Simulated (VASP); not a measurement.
Set up this calculation in VASP 6.6.1, as the native input.

* Task: single point
* Functional: PBE
* Potentials or basis: VASP PAW PBE potentials, release 64 (Tl_d, Cl)
* Cutoff: 500 eV
* k mesh: 4 × 4 × 4
* Occupations: gaussian, width 0.01 eV
* Spin: no spin polarisation
* Dipole correction: no
* Further INCAR settings: ALGO = Normal; EDIFF = 1e-06; NBANDS = 17

The structure of TlCl lies in POSCAR:

```
TlCl
1.0
    3.8388256226      0.0000000000      0.0000000000
    0.0000000000      3.8388256226      0.0000000000
    0.0000000000      0.0000000000      3.8388256226
Tl Cl
1 1
Direct
    0.0000000000      0.0000000000      0.0000000000
    0.5000000000      0.5000000000      0.5000000000
```

One way to write it, as run:

INCAR

```
SYSTEM = TlCl
PREC     = Accurate       ! precision mode
ENCUT    = 500            ! plane-wave cutoff, eV
EDIFF    = 1E-6           ! SCF threshold, eV
ISMEAR   = 0              ! smearing method
SIGMA    = 0.01           ! smearing width, eV
LREAL    = .FALSE.        ! projectors in reciprocal space
LASPH    = .TRUE.         ! aspherical terms in the spheres
NELM     = 120            ! most SCF steps
ALGO     = Normal         ! electronic algorithm
ISIF     = 2              ! what is computed and relaxed
LWAVE    = .FALSE.        ! write WAVECAR
LCHARG   = .FALSE.        ! write CHGCAR
GGA      = PE             ! functional
NBANDS   = 17             ! bands
GGA_COMPAT= .FALSE.
```

KPOINTS

```
regular mesh
0
G
  4 4 4
  0 0 0
```

Potentials or basis: VASP PAW PBE potentials, release 64 (Tl_d, Cl).

The run is started by

```console
$ cat potpaw_PBE.64/Tl_d/POTCAR potpaw_PBE.64/Cl/POTCAR > POTCAR
$ mpirun -np 1 vasp_std > vasp.out
```

Results of the run:

| Quantity | Value |
| --- | --- |
| Pressure | 1.2 GPa |
| Band gap on the k mesh | 2.09 eV, direct |

Caveat: spin-orbit coupling is left out, which moves the levels of the heavy elements.

Wall time 5.9 s on 1 thread of Intel(R) Xeon(R) Platinum 8375C CPU @ 2.90GHz (Ice Lake) (shared host), peak memory 0.15 GiB.
